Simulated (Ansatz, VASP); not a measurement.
## SnO in VASP and in Ansatz

Contents of INCAR:

```
  ALGO = Normal
  EDIFF = 1E-6
  ENCUT = 520
  GGA = PE
  ISIF = 2
  ISMEAR = -1
  IVDW = 12
  LASPH = True
  LCHARG = False
  LREAL = False
  LWAVE = False
  NBANDS = 28
  NELM = 80
  PREC = Accurate
  SIGMA = 0.05
```

The input KPOINTS:

```
k-points
0
Gamma
  7 7 6
```

POSCAR

```
SnO
1.0
    3.7880991788      0.0000000000      0.0000000000
    0.0000000000      3.7880991788      0.0000000000
    0.0000000000      0.0000000000      4.8541142359
Sn O
2 2
Direct
    0.5000000000      0.0000000000      0.7646261400
    0.0000000000      0.5000000000      0.2353738600
    0.0000000000      0.0000000000      0.0000000000
    0.5000000000      0.5000000000      0.0000000000
```

input.yaml

```yaml
crystal:
  lattice:
    - [3.7880991788, 0.0, 0.0]
    - [0.0, 3.7880991788, 0.0]
    - [0.0, 0.0, 4.8541142359]
  atoms:
    - { symbol: Sn, position: [0.5, 0.0, 0.76462614] }
    - { symbol: Sn, position: [0.0, 0.5, 0.23537386] }
    - { symbol: O, position: [0.0, 0.0, 0.0] }
    - { symbol: O, position: [0.5, 0.5, 0.0] }
hamiltonian:
  xc: pbe
  pseudopotentials: { kind: paw }
  dispersion: d3bj
kpoints:
  mp_grid: { grid: [7, 7, 6] }
scf:
  occupations: { method: fermi_dirac, width: 0.05 }
output:
  forces: true
  stress: true
  eigenvalues: true
  write_density: true
  write_potential: true
  elf: true
  volumetric_format: npy
```

Alike in both runs: task single point; functional PBE; dispersion D3(BJ); k mesh 7 × 7 × 6; occupations fermi-dirac, width 0.05 eV; no spin polarisation.

|  | VASP | Ansatz |
| --- | --- | --- |
| version | VASP 6.6.1 | Ansatz 0.2.0 |
| potentials or method | VASP PAW PBE potentials, release 64 (Sn_d, O) | Ansatz PAW |
| plane-wave cutoff (eV) | 520 | 420 |
| valence electrons in the cell | 40 | 40 |

```csv
,VASP,Ansatz,Ansatz less VASP
gap on the k mesh at the Fermi level (eV),0.31,0.30,-0.014
least direct gap on the mesh (eV),2.04,2.08,+0.037
pressure (GPa),3.8,3.5,-0.26
"traceless stress, the component that is largest in VASP (GPa)",-0.95,-0.97,-0.016
rms of the force components (eV/Å),0.314,0.277,-0.0370
```

Atom by atom the forces differ by 0.037 eV/Å (rms over components).

Noted on Ansatz's run: odd divisions of the mesh miss points on the zone boundary, where band edges often lie, so the gap on the mesh can be too wide.
